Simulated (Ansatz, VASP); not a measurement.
# NaH: VASP beside Ansatz

```
Na H
1.0
     2.96025    0.02786    0.02786
     0.02786    2.96025    0.02786
     0.02786    0.02786    2.96025
Na H
1 1
Direct
  0.00000 0.00000 0.00000
  0.50000 0.50000 0.50000
```

Change from the starting cell: shear_111 strain +2.9%.

Alike in both runs: task single point; functional HSE06; k mesh 6 × 6 × 6; no spin polarisation.

```csv
,VASP,Ansatz
version,VASP 6.6.1,Ansatz 0.2.0
potentials or method,"VASP PAW PBE potentials, release 64 (Na_pv, H)","plane waves, PAW"
plane-wave cutoff (eV),520,420
occupations,"gaussian, width 0.01 eV",fixed
valence electrons in the cell,8,10
```

```csv
,VASP,Ansatz,Ansatz less VASP
gap on the k mesh at the Fermi level (eV),1.88,1.88,+0.005
pressure (GPa),-0.4,-0.4,0.00
"traceless stress, the component that is largest in VASP (GPa)",0.13,0.13,+0.002
```

VASP's potentials hold 8 valence electrons a cell and Ansatz's 10, so a difference there can come from the potentials and not from the codes. Ansatz's warnings: stress exchange threshold loose, stress scf threshold loose.
